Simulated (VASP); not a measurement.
A run of VASP 6.6.1 is set up as follows.

Contents of POSCAR:

```
AlN
1.0
    0.0000000000      2.0263054941      2.0263054941
    2.0263054941      0.0000000000      2.0263054941
    2.0263054941      2.0263054941      0.0000000000
Al N
1 1
Direct
    0.0000000000      0.0000000000      0.0000000000
    0.5000000000      0.5000000000      0.5000000000
```

File INCAR.step1:

```
SYSTEM = AlN
ALGO     = Normal         ! electronic algorithm
EDIFF    = 1E-4           ! SCF threshold, eV
ENCUT    = 520            ! plane-wave cutoff, eV
GGA      = PE             ! functional
ISMEAR   = 0              ! smearing method
LASPH    = .TRUE.         ! aspherical terms in the spheres
LCHARG   = .FALSE.        ! write CHGCAR
LREAL    = .FALSE.        ! projectors in reciprocal space
LWAVE    = .TRUE.         ! write WAVECAR
NBANDS   = 11             ! bands
NELM     = 80             ! most SCF steps
PREC     = Accurate       ! precision mode
SIGMA    = 0.05           ! smearing width, eV
```

Contents of INCAR.step2:

```
SYSTEM = AlN
ALGO     = Normal         ! electronic algorithm
EDIFF    = 1E-7           ! SCF threshold, eV
ENCUT    = 520            ! plane-wave cutoff, eV
ISIF     = 2              ! what is computed and relaxed
ISMEAR   = 0              ! smearing method
ISTART   = 1            
IVDW     = 13             ! dispersion correction
LASPH    = .TRUE.         ! aspherical terms in the spheres
LCHARG   = .FALSE.        ! write CHGCAR
LMIXTAU  = .TRUE.       
LREAL    = .FALSE.        ! projectors in reciprocal space
LWAVE    = .FALSE.        ! write WAVECAR
METAGGA  = R2SCAN         ! meta-GGA
NBANDS   = 11             ! bands
NELM     = 80             ! most SCF steps
PREC     = Accurate       ! precision mode
SIGMA    = 0.05           ! smearing width, eV
VDW_A1   = 0.51559235   
VDW_A2   = 5.77342911   
VDW_S6   = 1.0          
VDW_S8   = 0.6018749
```

The input KPOINTS:

```
k-points
0
G
  10 10 10
  0 0 0
```

Potentials or basis: VASP PAW PBE potentials, release 64 (Al, N).

Launch:

```sh
$ cat potpaw_PBE.64/Al/POTCAR potpaw_PBE.64/N/POTCAR > POTCAR
$ cp INCAR.step1 INCAR
$ mpirun -np 1 vasp_std > vasp.out
$ cp INCAR.step2 INCAR
$ mpirun -np 1 vasp_std > vasp.out
```

(1) Predict the band gap on the k mesh.

(2) Predict the dispersion energy per atom.

(3) Estimate the pressure.

Results:

(1) 5.42 eV, indirect (least direct gap 6.41 eV).

(2) -0.137 eV.

(3) -6.2 GPa.

Caveat: the PAW data sets were made with another functional, which shifts forces and pressure a little.
